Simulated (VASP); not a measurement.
Mg, 4 atoms in the cell. Symmetry: P6_3/mmc, No. 194, hexagonal system. The conventional cell has a = 3.177 Å, b = 3.177 Å, c = 10.319 Å, α = 90.00°, β = 90.00°, γ = 120.00°. Mg (site symmetry -6m2) has 12 Mg at 3.17 to 3.18 Å within 4.2 Å. Within 4.2 Å of Mg (site symmetry -3m) lie 12 Mg at 3.17 to 3.18 Å. 

* Program: VASP 6.6.1
* Task: relaxation of cell and atoms
* Functional: PBEsol
* Potentials or basis: VASP PAW PBE potentials, release 64 (Mg)
* Cutoff: 600 eV
* k mesh: 10 × 10 × 3
* Occupations: fermi-dirac, width 0.05 eV
* Spin: no spin polarisation
* Target pressure: 20 GPa
* Dipole correction: no
* Further INCAR settings: ALGO = Fast; EDIFF = 1e-06; IBRION = 2; EDIFFG = -0.01; NSW = 60; ISIF = 3

Potentials or basis: VASP PAW PBE potentials, release 64 (Mg).

The run is started by

```sh
$ cat potpaw_PBE.64/Mg/POTCAR > POTCAR
$ mpirun -np 1 vasp_std > vasp.out
```

Hardware: 1 thread of Intel(R) Xeon(R) 6975P-C (Granite Rapids), on a shared host.

Problem. Estimate the wall time of this run.

Solution. Wall time 52 s on 1 thread of Intel(R) Xeon(R) 6975P-C (Granite Rapids) (shared host), peak memory 0.25 GiB. Counts: scf iterations 36, k points 28, ion steps 7.
